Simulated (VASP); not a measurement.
# Au (Cmcm) in VASP: further runs

The runs below take Au through single point, with r2SCAN.

All numbers are computed with VASP 6.6.1; they aren't measurements. Logs are shortened: lines on timing, memory, paths and dates and some standing lists are left out, and cuts for length are marked.

## (1) The cell of the first run

Symmetry: Cmcm, No. 63, orthorhombic system. Conventional cell: a = 2.688 Å, b = 4.706 Å, c = 4.488 Å, α = 90.00°, β = 90.00°, γ = 90.00°. Within 3.5 Å of Au (site symmetry m2m) lie 12 Au at 2.69 to 2.73 Å.

This isn't the form of Au at room conditions, which is fcc.

## (2) Single point, r2SCAN

File POSCAR:

```
Au
1.0
    1.3440466801     -2.3531627505      0.0000000000
    1.3440466801      2.3531627505      0.0000000000
    0.0000000000      0.0000000000      4.4879836016
Au
2
Direct
    0.6651504339      0.3348495661      0.2500000000
    0.3348495661      0.6651504339      0.7500000000
```

File INCAR.step1:

```
PREC = Accurate
ENCUT = 520
ISMEAR = 0
SIGMA = 0.1
LREAL = F
LASPH = T
NELM = 80
NBANDS = 18
GGA = PE
ALGO = Normal
EDIFF = 1E-4
LWAVE = T
LCHARG = F
```

File INCAR.step2:

```
PREC = Accurate
ENCUT = 520
EDIFF = 1E-6
ISMEAR = 0
SIGMA = 0.1
LREAL = F
LASPH = T
NELM = 80
ALGO = Normal
ISIF = 2
LWAVE = F
LCHARG = F
METAGGA = R2SCAN
LMIXTAU = T
NBANDS = 18
ISTART = 1
```

File KPOINTS:

```
Automatic mesh
0
Gamma
  18 18 10
```

Potentials or basis: VASP PAW PBE potentials, release 64 (Au).

Started as:

```
cat potpaw_PBE.64/Au/POTCAR > POTCAR
cp INCAR.step1 INCAR
mpirun -np 1 vasp_std > vasp.out
cp INCAR.step2 INCAR
mpirun -np 1 vasp_std > vasp.out
```

OUTCAR:

```text
PREC = Accurate
   ENCUT = 520
   EDIFF = 1E-6
   ISMEAR = 0
   LREAL = F
   LASPH = T
   NELM = 80
   ISIF = 2
   METAGGA = R2SCAN
   ISTART = 1

 ion  position               nearest neighbor table
   1  0.665  0.335  0.250-   2 2.73   2 2.73   2 2.73   2 2.73   2 2.73   2 2.73
   2  0.335  0.665  0.750-   1 2.73   1 2.73   1 2.73   1 2.73   1 2.73   1 2.73

  LATTYP: Found a base centered orthorhombic cell.
 ALAT       =     2.6880933602
 B/A-ratio  =     1.7508043324
 C/A-ratio  =     1.6695787684

  Lattice vectors:

 A1 = (   1.3440466801,  -2.3531627505,   0.0000000000)
 A2 = (   1.3440466801,   2.3531627505,   0.0000000000)
 A3 = (   0.0000000000,   0.0000000000,   4.4879836016)

Analysis of symmetry for initial positions (statically):
=====================================================================
 Subroutine PRICEL returns:
 Original cell was already a primitive cell.

 Routine SETGRP: Setting up the symmetry group for a
 base centered orthorhombic supercell.

 Subroutine GETGRP returns: Found  8 space group operations
 (whereof  4 operations were pure point group operations)
 out of a pool of  8 trial point group operations.

The static configuration has the point symmetry C_2h.
 The point group associated with its full space group is D_2h.

Analysis of symmetry for dynamics (positions and initial velocities):
=====================================================================
 Subroutine PRICEL returns:
 Original cell was already a primitive cell.

 Routine SETGRP: Setting up the symmetry group for a
 base centered orthorhombic supercell.

 Subroutine GETGRP returns: Found  8 space group operations
 (whereof  4 operations were pure point group operations)
 out of a pool of  8 trial point group operations.

The dynamic configuration has the point symmetry C_2h.
 The point group associated with its full space group is D_2h.

 Subroutine INISYM returns: Found  8 space group operations
 (whereof  4 operations are pure point group operations),
 and found     1 'primitive' translations

----------------------------------------------------------------------------------------

                                     Primitive cell

  volume of cell :      28.3888

  direct lattice vectors                    reciprocal lattice vectors
     1.344046680 -2.353162751  0.000000000     0.372010889 -0.212479991  0.000000000
     1.344046680  2.353162751  0.000000000     0.372010889  0.212479991  0.000000000
     0.000000000  0.000000000  4.487983602     0.000000000  0.000000000  0.222817213

  length of vectors
     2.709951366  2.709951366  4.487983602     0.428415509  0.428415509  0.222817213

  position of ions in fractional coordinates (direct lattice)
     0.665150434  0.334849566  0.250000000
     0.334849566  0.665150434  0.750000000

  ion indices of the primitive-cell ions
   primitive index   ion index
                 1           1
                 2           2

----------------------------------------------------------------------------------------

 KPOINTS: Automatic mesh

Automatic generation of k-mesh.
 Grid dimensions read from file:
 generate k-points for:   18   18   10

 Generating k-lattice:

  Cartesian coordinates                     Fractional coordinates (reciprocal lattice)
     0.020667272 -0.011804444  0.000000000     0.055555556  0.000000000  0.000000000
     0.020667272  0.011804444  0.000000000     0.000000000  0.055555556  0.000000000
     0.000000000  0.000000000  0.022281721     0.000000000  0.000000000  0.100000000

  Length of vectors
     0.023800862  0.023800862  0.022281721

  Shift w.r.t. Gamma in fractional coordinates (k-lattice)
     0.000000000  0.000000000  0.000000000

 Subroutine IBZKPT returns following result:
 ===========================================

 Found    546 irreducible k-points:

 Following reciprocal coordinates:
            Coordinates               Weight
  0.000000  0.000000  0.000000      1.000000
  0.055556  0.000000  0.000000      4.000000
  0.111111  0.000000  0.000000      4.000000
  0.166667  0.000000  0.000000      4.000000
  0.222222 -0.000000  0.000000      4.000000
  0.277778  0.000000  0.000000      4.000000
[... 16 lines left out ...]
 -0.277778  0.055556  0.000000      4.000000
 -0.222222  0.055556  0.000000      4.000000
 [... further k-points ...]
   k-points           NKPTS =    546   k-points in BZ     NKDIM =    546   number of bands    NBANDS=     18
   number of dos      NEDOS =    301   number of ions     NIONS =      2
   total plane-waves  NPLWV =  14400
   dimension x,y,z NGX =    20 NGY =   20 NGZ =   36
   dimension x,y,z NGXF=    40 NGYF=   40 NGZF=   72
   ions per type =               2
   NGX,Y,Z   is equivalent  to a cutoff of  12.27, 12.27, 13.34 a.u.
   NGXF,Y,Z  is equivalent  to a cutoff of  24.54, 24.54, 26.67 a.u.
 SYSTEM =  unknown system
   PREC   = accura    normal or accurate (medium, high low for compatibility)
   ISTART =      1    job   : 0-new  1-cont  2-samecut
   ICHARG =      0    charge: 1-file 2-atom 10-const
   ISPIN  =      1    spin polarized calculation?
   LNONCOLLINEAR =      F non collinear calculations
   LSORBIT =      F    spin-orbit coupling
   LASPH  =      T    aspherical Exc in radial PAW
   ENCUT  =  520.0 eV  38.22 Ry    6.18 a.u.   5.04  5.04  8.34*2*pi/ulx,y,z
   NELM   =     80;   NELMIN=  2; NELMDL=  0     # of ELM steps
   EDIFF  = 0.1E-05   stopping-criterion for ELM
   LREAL  =      F    real-space projection
   EDIFFG = 0.1E-04   stopping-criterion for IOM
   NSW    =      0    number of steps for IOM
   IBRION =     -1    ionic relax: 0-MD 1-quasi-New 2-CG
   NFREE  =      0    steps in history (QN), initial steepest desc. (CG)
   ISIF   =      2    stress and relaxation
   ISYM   =      2    0-nonsym 1-usesym 2-fastsym
   POTIM  = 0.5000    time-step for ionic-motion
   TEBEG  =    0.0;   TEEND  =   0.0 temperature during run
   PSTRESS=    0.0 pullay stress
   NELECT =      22.0000    total number of electrons
   NUPDOWN=      -1.0000    fix difference up-down
   EMIN   =  10.00;   EMAX   =-10.00  energy-range for DOS
   EFERMI =   0.00;   METHOD = LEGACY
   ISMEAR =     0;   SIGMA  =   0.10  broadening in eV -4-tet -1-fermi 0-gaus
   EFERMI_NEDOS =   21; number of points for ismear=-14 and -15
   IALGO  =     38    algorithm
   IMIX   =      4    mixing-type and parameters
     AMIX     =   0.40;   BMIX     =  1.00
     AMIX_MAG =   1.60;   BMIX_MAG =  1.00
  volume/ion in A,a.u.               =      14.19        95.79
  Fermi-wavevector in a.u.,A,eV,Ry     =   1.503718  2.841616 30.765075  2.261169
  Thomas-Fermi vector in A             =   2.614792
   LORBIT       =      0    0 simple, 1 ext, 2 COOP (PROOUT), +10 PAW based schemes
   METAGGA = R2SCAN    functional components
   LHFCALC =     F    Hartree Fock is set to
   AEXX    =    0.0000 exact exchange contribution
   IVDW    =     0    specifies the selected vdW correction
   LEPSILON=     F    determine dielectric tensor
   LRPA    =     F    only Hartree local field effects (RPA)
 non-spin polarized calculation
 Gauss-broadening in eV      SIGMA  =   0.10
  energy-cutoff  :      520.00
  volume of cell :       28.39
 maximum number of plane-waves:       779
   NGX = 11   NGY = 11   NGZ = 17

 number of electron      22.0000003 magnetization

 Free energy of the ion-electron system (eV)
  ---------------------------------------------------
  ext. energy  EPLUGINS =         0.00000000
  ---------------------------------------------------
  free energy    TOTEN  =      -100.14493543 eV

  energy without entropy =     -100.14210734  energy(sigma->0) =     -100.14352138

 E-fermi :  12.7353     XC(G=0): -14.9658

 val. band max:       12.7337578667   @ k =   0.5000   0.1667   0.2000
 cond. band min:      12.7385605301   @ k =   0.5000   0.3333   0.2000
 fundamental gap:      0.0048026634
 Fermi energy:        12.7353375669

 k-point     1 :       0.0000    0.0000    0.0000
  band No.  band energies     occupation
      1       0.4036      2.00000
      2       3.0760      2.00000
      3       6.4133      2.00000
      4       6.6065      2.00000
      5       6.8153      2.00000
      6       7.1044      2.00000
[... 10 lines left out ...]
     17      33.7379      0.00000
     18      34.1227      0.00000

 k-point     2 :       0.0556    0.0000    0.0000
  band No.  band energies     occupation
      1       0.5249      2.00000
      2       3.1793      2.00000
      3       6.3417      2.00000
      4       6.7035      2.00000
      5       6.8672      2.00000
      6       7.1243      2.00000
[... 10 lines left out ...]
     17      33.0761      0.00000
     18      33.3825      0.00000

 k-point     3 :       0.1111    0.0000    0.0000
  band No.  band energies     occupation
      1       0.8793      2.00000
      2       3.4684      2.00000
      3       6.1613      2.00000
      4       6.9129      2.00000
      5       7.0269      2.00000
      6       7.0795      2.00000
[... 10 lines left out ...]
     17      31.8558      0.00000
     18      32.3559      0.00000

 k-point     4 :       0.1667    0.0000    0.0000
  band No.  band energies     occupation
      1       1.4345      2.00000
      2       3.8633      2.00000
      3       5.9584      2.00000
      4       6.7727      2.00000
      5       6.8707      2.00000
      6       7.3385      2.00000
[... 375 lines left out ...]
      4       6.2132      2.00000
      5       6.7430      2.00000
      6       6.8718      2.00000
[... 10 lines left out ...]
     17      29.7576      0.00000
     18      30.9261      0.00000

 k-point    23 :      -0.2778    0.0556    0.0000
  band No.  band energies     occupation
      1       2.5583      2.00000
      2       4.3011      2.00000
      3       5.7769      2.00000
      4       5.8732      2.00000
      5       6.5944      2.00000
      6       7.0631      2.00000
[... 10 lines left out ...]
     17      31.4301      0.00000
     18      31.7019      0.00000

 k-point    24 :      -0.2222    0.0556    0.0000
  band No.  band energies     occupation
      1       1.8437      2.00000
      2       4.1149      2.00000
      3       5.7958      2.00000
      4       6.4709      2.00000
      5       6.6810      2.00000
      6       7.2868      2.00000
[... 10 lines left out ...]
     17      31.3177      0.00000
     18      31.4730      0.00000

 [... further k-points ...]

------------------------ aborting loop because EDIFF is reached ----------------------------------------

  FORCE on cell =-STRESS in cart. coord.  units (eV):
  Direction    XX          YY          ZZ          XY          YZ          ZX
  --------------------------------------------------------------------------------------
  -------------------------------------------------------------------------------------
  Total       10.8720947     10.8477141     10.8604849      0.0000000     -0.0000000      0.0000000
  in kB      613.5871179    612.2111536    612.9319000      0.0000000     -0.0000000      0.0000000
  external PRESSURE =     612.9100572 kB  Pullay stress =       0.0000000 kB

 VOLUME and BASIS-vectors are now :
 -----------------------------------------------------------------------------
  energy-cutoff  :      520.00
  volume of cell :       28.39
      direct lattice vectors                 reciprocal lattice vectors
     1.344046680 -2.353162751  0.000000000     0.372010889 -0.212479991  0.000000000
     1.344046680  2.353162751  0.000000000     0.372010889  0.212479991  0.000000000
     0.000000000  0.000000000  4.487983602     0.000000000  0.000000000  0.222817213

 POSITION                                       TOTAL-FORCE (eV/Angst)
 -----------------------------------------------------------------------------------
      1.34405     -0.77725      1.12200         0.000000     -0.000490     -0.000000
      1.34405      0.77725      3.36599         0.000000      0.000490      0.000000
 -----------------------------------------------------------------------------------
    total drift:                                0.000000     -0.000000     -0.000000

  FREE ENERGIE OF THE ION-ELECTRON SYSTEM (eV)
  ---------------------------------------------------
  free  energy   TOTEN  =      -100.1449354273 eV

  energy  without entropy=     -100.1421073369  energy(sigma->0) =     -100.14352138
```

Run time: 18 min. Hardware: 1 thread of AMD EPYC 7R43 (Zen 3), shared host; peak memory 0.29 GiB.

What came out:

```yaml
Free_energy: -100.1449 eV
Pressure: 61.3 GPa
Band_gap_on_the_k_mesh: zero (bands 11 and 12 overlap by 8.63 eV)
```

Caveat: the cell stands under pressure; the PAW data sets were made with another functional, which shifts forces and pressure a little; spin-orbit coupling is left out, which moves the levels of the heavy elements.

## (3) Single point, r2SCAN

This run uses another cell than the first one, of 17.97 Å³/atom.

File POSCAR:

```
Au
1.0
    1.4271714259     -2.5725932363      0.0000000000
    1.4271714259      2.5725932363      0.0000000000
    0.0000000000      0.0000000000      4.8939354732
Au
2
Direct
    0.6632994944      0.3367005056      0.2500000000
    0.3367005056      0.6632994944      0.7500000000
```

File INCAR.step1:

```
SYSTEM = Au
ALGO = Normal
EDIFF = 1E-4
ENCUT = 520
GGA = PE
ISMEAR = 0
LASPH = .TRUE.
LCHARG = .FALSE.
LREAL = .FALSE.
LWAVE = .TRUE.
NBANDS = 18
NELM = 60
PREC = Accurate
SIGMA = 0.1
```

File INCAR.step2:

```
SYSTEM = Au
ALGO = Normal
EDIFF = 1E-6
ENCUT = 520
ISIF = 2
ISMEAR = 0
ISTART = 1
LASPH = .TRUE.
LCHARG = .FALSE.
LMIXTAU = .TRUE.
LREAL = .FALSE.
LWAVE = .FALSE.
METAGGA = R2SCAN
NBANDS = 18
NELM = 60
PREC = Accurate
SIGMA = 0.1
```

File KPOINTS:

```
k-points
0
G
  16 16 10
  0 0 0
```

Potentials or basis: VASP PAW PBE potentials, release 64 (Au).

Started as:

```
cat potpaw_PBE.64/Au/POTCAR > POTCAR
cp INCAR.step1 INCAR
mpirun -np 1 vasp_std > vasp.out
cp INCAR.step2 INCAR
mpirun -np 1 vasp_std > vasp.out
```

Wall time 24 min (1 thread of AMD EPYC 7R43 (Zen 3), shared host); peak memory 0.31 GiB.

It converged, with:

```yaml
Free_energy: -101.1689 eV
Pressure: -2.8 GPa
Band_gap_on_the_k_mesh: zero (bands 11 and 12 overlap by 6.79 eV)
```

Levels at points of the mesh, in eV from the Fermi level:
```tsv
k point	band 9	band 10	band 11	band 12	band 13	band 14
(0.00, 0.00, 0.00)	-3.54	-2.36	-2.35	-0.74	2.47	15.31
(0.50, 0.00, 0.00)	-2.03	-1.87	0.49	1.68	5.99	7.46
(0.50, 0.50, 0.00)	-2.11	-1.93	0.28	1.20	5.72	6.95
(0.00, 0.00, 0.50)	-2.87	-2.87	-2.72	-2.72	10.74	10.74
(0.50, 0.00, 0.50)	-1.92	-1.92	0.84	0.84	4.00	4.00
(0.50, 0.50, 0.50)	-2.01	-2.01	0.44	0.44	3.53	3.53
```

Caveat: the PAW data sets were made with another functional, which shifts forces and pressure a little; spin-orbit coupling is left out, which moves the levels of the heavy elements.

The gap in the log of VASP goes by the Fermi energy; the results here count the filled bands.